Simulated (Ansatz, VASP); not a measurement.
**MoS2 in VASP and in Ansatz**

The input INCAR:

```
SYSTEM = MoS2
PREC = Accurate
ENCUT = 520
EDIFF = 1E-6
ISMEAR = 0
SIGMA = 0.05
LREAL = .FALSE.
LASPH = .TRUE.
NELM = 60
ALGO = Normal
ISIF = 2
LWAVE = .FALSE.
LCHARG = .TRUE.
GGA = PS
LELF = .TRUE.
LVHAR = .TRUE.
NBANDS = 35
```

File KPOINTS:

```
Automatic mesh
0
G
  10 10 2
  0 0 0
```

Contents of POSCAR:

```
MoS2
1.0
   -3.1414322132      0.0000000000      0.0000000000
   -1.5707161066     -2.7205601009      0.0000000000
    0.0000000000      0.0000000000     14.5788195080
Mo S
2 4
Direct
    0.3333333333      0.3333333333      0.2157036703
    0.6666666667      0.6666666667      0.6471110110
    0.3333333333      0.3333333333      0.5401684462
    0.6666666667      0.6666666667      0.1087611055
    0.3333333333      0.3333333333      0.7540535758
    0.6666666667      0.6666666667      0.3226462352
```

Input for Ansatz:

```yaml
crystal:
  lattice:
    - [-3.1414322132, 0.0, 0.0]
    - [-1.5707161066, -2.7205601009, 0.0]
    - [0.0, 0.0, 14.578819508]
  atoms:
    - { symbol: Mo, position: [0.3333333333, 0.3333333333, 0.2157036703] }
    - { symbol: Mo, position: [0.6666666667, 0.6666666667, 0.647111011] }
    - { symbol: S, position: [0.3333333333, 0.3333333333, 0.5401684462] }
    - { symbol: S, position: [0.6666666667, 0.6666666667, 0.1087611055] }
    - { symbol: S, position: [0.3333333333, 0.3333333333, 0.7540535758] }
    - { symbol: S, position: [0.6666666667, 0.6666666667, 0.3226462352] }
basis:
  ecutwfc: 420
kpoints:
  mp_grid: { grid: [10, 10, 2] }
hamiltonian:
  xc: pbesol
scf:
  occupations: { method: gaussian, width: 0.05 }
output:
  forces: true
  stress: true
  eigenvalues: true
  write_density: true
  write_potential: true
  elf: true
  volumetric_format: npy
```

Alike in both runs: task single point; functional PBEsol; k mesh 10 × 10 × 2; occupations gaussian, width 0.05 eV; no spin polarisation.

|  | VASP | Ansatz |
| --- | --- | --- |
| version | VASP 6.6.1 | Ansatz 0.2.0 |
| potentials or method | VASP PAW PBE potentials, release 64 (Mo_sv, S), cutoff 520 eV | scalar-relativistic, plane waves, PAW |
| valence electrons in the cell | 52 | 52 |

|  | VASP | Ansatz | Ansatz less VASP |
| --- | --- | --- | --- |
| gap on the k mesh at the Fermi level (eV) | 1.41 | 1.39 | -0.014 |
| least direct gap on the mesh (eV) | 2.02 | 2.01 | -0.005 |
| pressure (GPa) | -0.1 | -0.1 | +0.02 |
| rms of the force components (eV/Å) | 0.010 | 0.010 | +0.0002 |

VASP's potentials were made for PBE, not for PBEsol. Atom by atom the forces differ by 0.001 eV/Å (rms over components). With one functional, cell and mesh, what is left measures potentials, basis and numerics.
